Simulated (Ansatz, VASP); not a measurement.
Ge2CN4: VASP beside Ansatz

```
Ge C N
1.0
     7.58634    0.00000    0.00976
     0.00000    2.90515    0.00000
    -3.78479    0.00000    6.50277
Ge C N
4 2 8
Direct
  0.39938 0.25000 0.19596
  0.15064 0.75000 0.75575
  0.84936 0.25000 0.24425
  0.60062 0.75000 0.80404
  0.22719 0.75000 0.42925
  0.77281 0.25000 0.57075
  0.68246 0.25000 0.35546
  0.31754 0.75000 0.64454
  0.29177 0.25000 0.36308
  0.32360 0.75000 0.03154
  0.01088 0.75000 0.32339
  0.98912 0.25000 0.67661
  0.70823 0.75000 0.63692
  0.67640 0.25000 0.96846
```

Alike in both runs: task single point; functional PBE; k mesh 4 × 8 × 4; occupations fermi-dirac, width 0.02 eV; no spin polarisation.

|  | VASP | Ansatz |
| --- | --- | --- |
| version | VASP 6.6.1 | Ansatz 0.2.0 |
| potentials or method | VASP PAW PBE potentials, release 64 (Ge_d, C, N) | plane waves, PAW |
| plane-wave cutoff (eV) | 520 | 420 |
| valence electrons in the cell | 104 | 104 |

|  | VASP | Ansatz | Ansatz less VASP |
| --- | --- | --- | --- |
| gap on the k mesh at the Fermi level (eV) | 1.15 | 1.15 | +0.001 |
| pressure (GPa) | 5.8 | 6.3 | +0.49 |
| rms of the force components (eV/Å) | 0.097 | 0.119 | +0.0221 |

With one functional, cell and mesh, what is left measures potentials, basis and numerics.
